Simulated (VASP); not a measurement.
# ZnSn2N2 (P-4m2) in VASP: further runs, part 2 of 3

VASP 6.6.1.

### Step 3. Single point, PBE

This run uses another cell than the first one, of 18.13 Å³/atom, 1.010 times its volume.

INCAR reads:

```
PREC = Accurate
ENCUT = 520
EDIFF = 1E-6
ISMEAR = -1
SIGMA = 0.05
LREAL = False
LASPH = True
NELM = 60
ALGO = Normal
ISIF = 2
LWAVE = False
LCHARG = False
GGA = PE
NBANDS = 33
```

KPOINTS reads:

```
regular mesh
0
Gamma
  8 8 4
```

POSCAR reads:

```
ZnSn2N2
1.0
    3.3523260000      0.0000000000      0.0000000000
    0.0000000000      3.3523260000      0.0000000000
    0.0000000000      0.0000000000      8.0642090000
Sn Zn N
2 1 2
Direct
    0.5000000000      0.5000000000      0.3058270000
    0.5000000000      0.5000000000      0.6941730000
    0.0000000000      0.0000000000      0.0000000000
    0.0000000000      0.5000000000      0.8541900000
    0.5000000000      0.0000000000      0.1458100000
```

Potentials or basis: VASP PAW PBE potentials, release 64 (Sn_d, Zn, N).

The run is started by

```
$ cat potpaw_PBE.64/Sn_d/POTCAR potpaw_PBE.64/Zn/POTCAR potpaw_PBE.64/N/POTCAR > POTCAR
$ mpirun -np 1 vasp_std > vasp.out
```

OUTCAR:

```text
PREC = Accurate
   ENCUT = 520
   EDIFF = 1E-6
   ISMEAR = -1
   LREAL = False
   LASPH = True
   NELM = 60
   ISIF = 2
   GGA = PE

 ion  position               nearest neighbor table
   1  0.500  0.500  0.306-   5 2.12   5 2.12   2 3.13
   2  0.500  0.500  0.694-   4 2.12   4 2.12   1 3.13
   3  0.000  0.000  0.000-   4 2.05   5 2.05   4 2.05   5 2.05
   4  0.000  0.500  0.854-   3 2.05   3 2.05   2 2.12   2 2.12
   5  0.500  0.000  0.146-   3 2.05   3 2.05   1 2.12   1 2.12

  LATTYP: Found a simple tetragonal cell.
 ALAT       =     3.3523260000
 C/A-ratio  =     2.4055563212

  Lattice vectors:

 A1 = (   3.3523260000,   0.0000000000,   0.0000000000)
 A2 = (   0.0000000000,   3.3523260000,   0.0000000000)
 A3 = (   0.0000000000,   0.0000000000,   8.0642090000)

Analysis of symmetry for initial positions (statically):
=====================================================================
 Subroutine PRICEL returns:
 Original cell was already a primitive cell.

 Routine SETGRP: Setting up the symmetry group for a
 simple tetragonal supercell.

 Subroutine GETGRP returns: Found  8 space group operations
 (whereof  8 operations were pure point group operations)
 out of a pool of 16 trial point group operations.

The static configuration has the point symmetry D_2d.

Analysis of symmetry for dynamics (positions and initial velocities):
=====================================================================
 Subroutine PRICEL returns:
 Original cell was already a primitive cell.

 Routine SETGRP: Setting up the symmetry group for a
 simple tetragonal supercell.

 Subroutine GETGRP returns: Found  8 space group operations
 (whereof  8 operations were pure point group operations)
 out of a pool of 16 trial point group operations.

The dynamic configuration has the point symmetry D_2d.

 Subroutine INISYM returns: Found  8 space group operations
 (whereof  8 operations are pure point group operations),
 and found     1 'primitive' translations

----------------------------------------------------------------------------------------

                                     Primitive cell

  volume of cell :      90.6263

  direct lattice vectors                    reciprocal lattice vectors
     3.352326000  0.000000000  0.000000000     0.298300344  0.000000000  0.000000000
     0.000000000  3.352326000  0.000000000     0.000000000  0.298300344  0.000000000
     0.000000000  0.000000000  8.064209000     0.000000000  0.000000000  0.124004723

  length of vectors
     3.352326000  3.352326000  8.064209000     0.298300344  0.298300344  0.124004723

  position of ions in fractional coordinates (direct lattice)
     0.500000000  0.500000000  0.305827000
     0.500000000  0.500000000  0.694173000
     0.000000000  0.000000000  0.000000000
     0.000000000  0.500000000  0.854190000
     0.500000000  0.000000000  0.145810000

  ion indices of the primitive-cell ions
   primitive index   ion index
                 1           1
                 2           2
                 3           3
                 4           4
                 5           5

----------------------------------------------------------------------------------------

 KPOINTS: regular mesh

Automatic generation of k-mesh.
 Grid dimensions read from file:
 generate k-points for:    8    8    4

 Generating k-lattice:

  Cartesian coordinates                     Fractional coordinates (reciprocal lattice)
     0.037287543  0.000000000  0.000000000     0.125000000  0.000000000  0.000000000
     0.000000000  0.037287543  0.000000000     0.000000000  0.125000000  0.000000000
     0.000000000  0.000000000  0.031001181     0.000000000  0.000000000  0.250000000

  Length of vectors
     0.037287543  0.037287543  0.031001181

  Shift w.r.t. Gamma in fractional coordinates (k-lattice)
     0.000000000  0.000000000  0.000000000

 Subroutine IBZKPT returns following result:
 ===========================================

 Found     45 irreducible k-points:

 Following reciprocal coordinates:
            Coordinates               Weight
  0.000000  0.000000  0.000000      1.000000
  0.125000  0.000000  0.000000      4.000000
  0.250000  0.000000  0.000000      4.000000
  0.375000  0.000000  0.000000      4.000000
  0.500000  0.000000  0.000000      2.000000
  0.125000  0.125000  0.000000      4.000000
[... 16 lines left out ...]
  0.375000  0.125000  0.250000     16.000000
  0.500000  0.125000  0.250000      8.000000
 [... further k-points ...]
   k-points           NKPTS =     45   k-points in BZ     NKDIM =     45   number of bands    NBANDS=     33
   number of dos      NEDOS =    301   number of ions     NIONS =      5
   total plane-waves  NPLWV =  47040
   dimension x,y,z NGX =    28 NGY =   28 NGZ =   60
   dimension x,y,z NGXF=    56 NGYF=   56 NGZF=  120
   ions per type =               2   1   2
   NGX,Y,Z   is equivalent  to a cutoff of  13.89, 13.89, 12.37 a.u.
   NGXF,Y,Z  is equivalent  to a cutoff of  27.77, 27.77, 24.74 a.u.
 SYSTEM =  unknown system
   PREC   = accura    normal or accurate (medium, high low for compatibility)
   ISTART =      0    job   : 0-new  1-cont  2-samecut
   ICHARG =      2    charge: 1-file 2-atom 10-const
   ISPIN  =      1    spin polarized calculation?
   LNONCOLLINEAR =      F non collinear calculations
   LSORBIT =      F    spin-orbit coupling
   LASPH  =      T    aspherical Exc in radial PAW
   ENCUT  =  520.0 eV  38.22 Ry    6.18 a.u.   6.23  6.23 14.99*2*pi/ulx,y,z
   NELM   =     60;   NELMIN=  2; NELMDL= -5     # of ELM steps
   EDIFF  = 0.1E-05   stopping-criterion for ELM
   LREAL  =      F    real-space projection
   EDIFFG = 0.1E-04   stopping-criterion for IOM
   NSW    =      0    number of steps for IOM
   IBRION =     -1    ionic relax: 0-MD 1-quasi-New 2-CG
   NFREE  =      0    steps in history (QN), initial steepest desc. (CG)
   ISIF   =      2    stress and relaxation
   ISYM   =      2    0-nonsym 1-usesym 2-fastsym
   POTIM  = 0.5000    time-step for ionic-motion
   TEBEG  =    0.0;   TEEND  =   0.0 temperature during run
   PSTRESS=    0.0 pullay stress
   NELECT =      50.0000    total number of electrons
   NUPDOWN=      -1.0000    fix difference up-down
   EMIN   =  10.00;   EMAX   =-10.00  energy-range for DOS
   EFERMI =   0.00;   METHOD = LEGACY
   ISMEAR =    -1;   SIGMA  =   0.05  broadening in eV -4-tet -1-fermi 0-gaus
   EFERMI_NEDOS =   21; number of points for ismear=-14 and -15
   IALGO  =     38    algorithm
   IMIX   =      4    mixing-type and parameters
     AMIX     =   0.40;   BMIX     =  1.00
     AMIX_MAG =   1.60;   BMIX_MAG =  1.00
  volume/ion in A,a.u.               =      18.13       122.32
  Fermi-wavevector in a.u.,A,eV,Ry     =   1.342703  2.537341 24.529295  1.802852
  Thomas-Fermi vector in A             =   2.470836
   LORBIT       =      0    0 simple, 1 ext, 2 COOP (PROOUT), +10 PAW based schemes
   GGA     = PE    functional components
[... 5 lines left out ...]
 non-spin polarized calculation
  energy-cutoff  :      520.00
  volume of cell :       90.63
 maximum number of plane-waves:      2457
 NGX is ok and might be reduce to    28
   NGX = 13   NGY = 13   NGZ = 29

 number of electron      50.0000012 magnetization

 Free energy of the ion-electron system (eV)
  ---------------------------------------------------
  ext. energy  EPLUGINS =         0.00000000
  ---------------------------------------------------
  free energy    TOTEN  =       -24.17704139 eV

  energy without entropy =      -24.16304703  energy(sigma->0) =      -24.17004421

 E-fermi :   5.3476     XC(G=0): -10.2222

 val. band max:        5.3404454866   @ k =   0.2500   0.2500   0.2500
 cond. band min:       5.4202671161   @ k =   0.3750   0.3750   0.2500
 fundamental gap:      0.0798216295
 Fermi energy:         5.3475980987

 k-point     1 :       0.0000    0.0000    0.0000
  band No.  band energies     occupation
      1     -16.0366      2.00000
      2     -16.0347      2.00000
      3     -15.8977      2.00000
      4     -15.8333      2.00000
      5     -15.8333      2.00000
      6     -15.7825      2.00000
[... 25 lines left out ...]
     32      12.9970      0.00000
     33      13.1433      0.00000
[... 797 lines left out ...]
      3     -15.9120      2.00000
      4     -15.8404      2.00000
      5     -15.8328      2.00000
      6     -15.8080      2.00000
[... 25 lines left out ...]
     32      12.9608      0.00000
     33      13.1546      0.00000

 [... further k-points ...]

------------------------ aborting loop because EDIFF is reached ----------------------------------------

  FORCE on cell =-STRESS in cart. coord.  units (eV):
  Direction    XX          YY          ZZ          XY          YZ          ZX
  --------------------------------------------------------------------------------------
  -------------------------------------------------------------------------------------
  Total       -0.0728331     -0.0728331     -0.3459256      0.0000000      0.0000000      0.0000000
  in kB       -1.2876119     -1.2876119     -6.1155999      0.0000000      0.0000000      0.0000000
  external PRESSURE =      -2.8969413 kB  Pullay stress =       0.0000000 kB

 VOLUME and BASIS-vectors are now :
 -----------------------------------------------------------------------------
  energy-cutoff  :      520.00
  volume of cell :       90.63
      direct lattice vectors                 reciprocal lattice vectors
     3.352326000  0.000000000  0.000000000     0.298300344  0.000000000  0.000000000
     0.000000000  3.352326000  0.000000000     0.000000000  0.298300344  0.000000000
     0.000000000  0.000000000  8.064209000     0.000000000  0.000000000  0.124004723

 POSITION                                       TOTAL-FORCE (eV/Angst)
 -----------------------------------------------------------------------------------
      1.67616      1.67616      2.46625         0.000000      0.000000      0.070365
      1.67616      1.67616      5.59796         0.000000     -0.000000     -0.070365
      0.00000      0.00000      0.00000         0.000000     -0.000000     -0.000000
      0.00000      1.67616      6.88837         0.000000     -0.000000      0.028085
      1.67616      0.00000      1.17584        -0.000000     -0.000000     -0.028085
 -----------------------------------------------------------------------------------
    total drift:                                0.000000      0.000000     -0.000000

  FREE ENERGIE OF THE ION-ELECTRON SYSTEM (eV)
  ---------------------------------------------------
  free  energy   TOTEN  =       -24.1770413945 eV

  energy  without entropy=      -24.1630470333  energy(sigma->0) =      -24.17004421
```

stdout:

```text
POSCAR found type information on POSCAR SnZnN
 POSCAR found :  3 types and       5 ions
 scaLAPACK will be used
 LDA part: xc-table for (Slater+PW92), standard interpolation
 POSCAR, INCAR and KPOINTS ok, starting setup
 FFT: planning ... GRIDC
 FFT: planning ... GRID_SOFT
 FFT: planning ... GRID
 WAVECAR not read
 entering main loop
```

It took 2.9 min on 1 thread of Intel Xeon Platinum 8259CL at 2.50GHz (Skylake/Cascade Lake), shared host; peak memory 0.28 GiB.

Results:

* Free energy: -24.1770 eV
* Pressure: -0.3 GPa
* Largest force: 0.070 eV/Å
* Band gap on the k mesh: zero (band 25 reaches 5.78 eV, above the bottom of band 26 at 4.25 eV)

Forces on the atoms (eV/Å):
```
Sn   0.000  0.000  0.070
Sn   0.000  0.000 -0.070
Zn   0.000  0.000  0.000
N    0.000  0.000  0.028
N    0.000  0.000 -0.028
```

Levels at points of the mesh, in eV from the Fermi level:
```tsv
k point	band 21	band 22	band 23	band 24	band 25	band 26	band 27	band 28	band 29	band 30
(0.00, 0.00, 0.00)	-2.58	-2.58	-1.02	-1.02	0.43	0.83	3.34	5.66	5.66	6.24
(0.50, 0.00, 0.00)	-3.39	-1.87	-1.83	-0.84	-0.44	-0.22	2.04	4.50	5.96	6.36
(0.50, 0.50, 0.00)	-3.46	-3.46	-2.83	-2.20	-1.10	-1.10	1.49	4.12	4.14	4.14
(0.00, 0.00, 0.50)	-2.55	-2.03	-1.06	-1.06	-1.04	1.80	3.58	5.85	5.85	6.45
(0.50, 0.00, 0.50)	-3.25	-2.90	-1.83	-1.07	-0.84	0.64	2.70	3.96	5.90	6.30
(0.50, 0.50, 0.50)	-3.56	-3.56	-2.85	-2.04	-0.81	-0.81	1.10	3.21	3.21	4.44
```

Caveat: spin-orbit coupling is left out, which moves the levels of the heavy elements.

### Step 4. Single point, PBEsol

This run uses another cell than the first one, of 15.50 Å³/atom, 0.864 times its volume.

INCAR reads:

```
SYSTEM = ZnSn2N2
PREC = Accurate ; ENCUT = 520
EDIFF = 1E-7 ; ISMEAR = -1
SIGMA = 0.05 ; LREAL = .FALSE.
LASPH = .TRUE. ; NELM = 80
ALGO = Normal ; ISIF = 2
LWAVE = .FALSE. ; LCHARG = .FALSE.
GGA = PS ; NBANDS = 33
```

KPOINTS reads:

```
regular mesh
0
G
  8 8 4
  0 0 0
```

POSCAR reads:

```
ZnSn2N2
1.0
    3.1826703963      0.0000000000      0.0000000000
    0.0000000000      3.1826703963      0.0000000000
    0.0000000000      0.0000000000      7.6505845487
Sn Zn N
2 1 2
Direct
    0.5000000000      0.5000000000      0.3186788913
    0.5000000000      0.5000000000      0.6813211087
    0.0000000000      0.0000000000      0.0000000000
    0.0000000000      0.5000000000      0.8495495401
    0.5000000000      0.0000000000      0.1504504599
```

The run is started by

```
$ cat potpaw_PBE.64/Sn_d/POTCAR potpaw_PBE.64/Zn/POTCAR potpaw_PBE.64/N/POTCAR > POTCAR
$ mpirun -np 1 vasp_std > vasp.out
```

Run time: 2.8 min. Hardware: 1 thread of Oxide Virtual Turin-like, shared host; peak memory 0.21 GiB.

It converged, with:

* Free energy: -26.1633 eV
* Pressure: 10.2 GPa
* Largest force: 0.044 eV/Å
* Band gap on the k mesh: zero (band 25 reaches 7.50 eV, above the bottom of band 26 at 5.35 eV)

Forces on the atoms (eV/Å):
```
Sn   0.000  0.000  0.003
Sn   0.000  0.000 -0.003
Zn   0.000  0.000  0.000
N    0.000  0.000 -0.044
N    0.000  0.000  0.044
```

Levels at points of the mesh, in eV from the Fermi level:
```tsv
k point	band 23	band 24	band 25	band 26	band 27	band 28
(0.00, 0.00, 0.00)	-1.12	-1.12	0.40	1.05	3.70	5.70
(0.50, 0.00, 0.00)	-2.01	-0.97	-0.71	-0.08	1.81	5.21
(0.50, 0.50, 0.00)	-3.48	-2.96	-1.75	-1.75	2.64	3.38
(0.00, 0.00, 0.50)	-1.36	-1.20	-1.20	1.91	4.16	5.96
(0.50, 0.00, 0.50)	-2.01	-1.94	-0.97	1.09	2.65	4.55
(0.50, 0.50, 0.50)	-3.50	-2.92	-1.31	-1.31	2.13	2.86
```

Caveat: the PAW data sets were made with another functional, which shifts forces and pressure a little; spin-orbit coupling is left out, which moves the levels of the heavy elements.

(Continued in part 3 of 3.)
